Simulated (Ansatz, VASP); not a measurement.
# Zr2H3 in VASP and in Ansatz

Contents of INCAR:

```
  PREC = Accurate
  ENCUT = 600
  EDIFF = 1E-6
  ISMEAR = 0
  SIGMA = 0.1
  LREAL = False
  LASPH = True
  NELM = 80
  ALGO = Normal
  ISIF = 3
  LWAVE = False
  LCHARG = False
  GGA = PE
  IBRION = 2
  NSW = 90
  EDIFFG = -0.04
```

The input KPOINTS:

```
regular mesh
0
Gamma
  4 4 4
```

POSCAR

```
Zr2H3
1.0
    3.8550124500      0.0000000000      0.0000000000
    0.0000000000      3.8550124500      0.0000000000
    0.0000000000      0.0000000000      3.8550124500
Zr H
2 3
Direct
    0.5000000000      0.5000000000      0.5000000000
    0.0000000000      0.0000000000      0.0000000000
    0.5000000000      0.0000000000      0.0000000000
    0.0000000000      0.5000000000      0.0000000000
    0.0000000000      0.0000000000      0.5000000000
```

Input for Ansatz:

```yaml
crystal:
  lattice:
    - [3.85501245, 0.0, 0.0]
    - [0.0, 3.85501245, 0.0]
    - [0.0, 0.0, 3.85501245]
  atoms:
    - { symbol: Zr, position: [0.5, 0.5, 0.5] }
    - { symbol: Zr, position: [0.0, 0.0, 0.0] }
    - { symbol: H, position: [0.5, 0.0, 0.0] }
    - { symbol: H, position: [0.0, 0.5, 0.0] }
    - { symbol: H, position: [0.0, 0.0, 0.5] }
basis:
  ecutwfc: 420
kpoints:
  mp_grid: { grid: [4, 4, 4] }
hamiltonian:
  xc: pbe
scf:
  occupations: { method: gaussian, width: 0.1 }
  lower_state_search: "off"
output:
  forces: true
  stress: true
  eigenvalues: true
relax:
  adjacent_minimum: "off"
  f_tol: 0.04
  max_steps: 70
  cell: { stress_tol: 0.4 }
```

Change from the starting cell: species swapped into the Tl2F3 type (Pm-3m, No. 221).

Alike in both runs: task relaxation of cell and atoms; functional PBE; k mesh 4 × 4 × 4; occupations gaussian, width 0.1 eV; no spin polarisation.

|  | VASP | Ansatz |
| --- | --- | --- |
| version | VASP 6.6.1 | Ansatz 0.2.0 |
| potentials or method | VASP PAW PBE potentials, release 64 (Zr_sv, H), cutoff 600 eV | scalar-relativistic, plane waves, PAW |
| valence electrons in the cell | 27 | 27 |

|  | VASP | Ansatz | Ansatz less VASP |
| --- | --- | --- | --- |
| gap on the k mesh at the Fermi level, each at its own relaxed structure (eV) | none | none | - |
| relaxed volume (Å³/atom) | 10.77 | 10.81 | +0.041 |
| relaxed length of the cell vector where the two differ most in proportion (Å) | 3.776 | 3.781 | +0.0048 |

A gap of «none» marks a metal or a gap that the smearing closes.

The k mesh is coarse, so the values compare programs but aren't converged.
